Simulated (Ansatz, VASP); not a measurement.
One calculation of KTaO3, two programs

```
K Ta O
1.0
     4.22128    0.00000    0.00000
     0.00000    4.22128    0.00000
     0.00000    0.00000    3.74174
K Ta O
1 1 3
Cartesian
  2.1106 2.1106 1.8709
  0.0000 0.0000 0.0000
  2.1106 0.0000 0.0000
  0.0000 2.1106 0.0000
  0.0000 0.0000 1.8709
```

Alike in both runs: task single point; functional PBEsol; k mesh 8 × 8 × 8; occupations gaussian, width 0.05 eV; no spin polarisation.

|  | VASP | Ansatz |
| --- | --- | --- |
| version | VASP 6.6.1 | Ansatz 0.2.0 |
| potentials or method | VASP PAW PBE potentials, release 64 (K_sv, Ta_pv, O), cutoff 520 eV | scalar-relativistic, plane waves, PAW |
| valence electrons in the cell | 38 | 40 |

|  | VASP | Ansatz | Ansatz less VASP |
| --- | --- | --- | --- |
| gap on the k mesh at the Fermi level (eV) | 1.75 | 1.79 | +0.039 |
| least direct gap on the mesh (eV) | 2.30 | 2.34 | +0.044 |
| pressure (GPa) | -3.5 | -4.2 | -0.67 |
| traceless stress, the component that is largest in VASP (GPa) | 30.76 | 30.20 | -0.556 |

VASP's potentials were made for PBE, not for PBEsol. The functional is the same, so the differences come from potentials, cutoffs and numerics. VASP's potentials hold 38 valence electrons a cell and Ansatz's 40, so a difference there can come from the potentials and not from the codes.

Spin-orbit coupling is off throughout.
